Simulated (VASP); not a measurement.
Runs of VASP 6.6.1 on SnSe. The structure is that of space group I4/mmm (No. 139), or close to it. The cells are those of the table. 

```tsv
cell	gap on the mesh (eV)	pressure (GPa)
a = 4.170, b = 4.170, c = 4.494 Å, angles 57.4, 57.4, 65.2°, 2 atoms	-	0.3
a = 4.335, b = 4.335, c = 4.124 Å, angles 61.6, 61.6, 56.8°, 2 atoms	(a)	(b)
a = 4.523, b = 4.523, c = 3.900 Å, angles 64.5, 64.5, 51.1°, 2 atoms	none	4.1
a = 4.147, b = 4.147, c = 4.624 Å, angles 56.1, 56.1, 67.8°, 2 atoms	none	4.2
```

Alike in all rows: task single point; level LDA; potentials or basis VASP PAW LDA potentials, release 64 (Sn_d, Se); no spin polarisation; k mesh 10 × 10 × 10; cutoff (eV) 520; smearing gaussian 0.05 eV.

Estimate the missing entries.

(a) 0.11; (b) -2.0.

Caveats: spin-orbit coupling is left out, which moves the levels of the heavy elements.

A k mesh can miss the band edges, and the runs leave out spin-orbit coupling on Se, Sn.

A gap of «none» marks levels without a gap at the run's occupations.
